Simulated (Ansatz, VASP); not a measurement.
Na in VASP and in Ansatz

```
CELL_PARAMETERS angstrom
2.98580 0.00000 0.00000
0.00000 2.98580 0.00000
0.00000 0.00000 2.98580
ATOMIC_POSITIONS crystal
Na 0.00000 0.00000 0.00000
```

Change from the starting cell: volume scaled by 0.68, LAPW.

Alike in both runs: task single point; functional PBEsol; k mesh 12 × 12 × 12; occupations fermi-dirac, width 0.08 eV; no spin polarisation.

```csv
,VASP,Ansatz
version,VASP 6.6.1,Ansatz 0.2.0
potentials or method,"VASP PAW PBE potentials, release 64 (Na_pv), cutoff 520 eV","all-electron LAPW, scalar-relativistic"
```

Ansatz gave:

* pressure (GPa): 4.8

Task: What did VASP give for the same quantities?

Result: Pressure (GPa): 4.9.

VASP's potentials were made for PBE, not for PBEsol. Ansatz ran all-electron here, and VASP with PAW potentials.
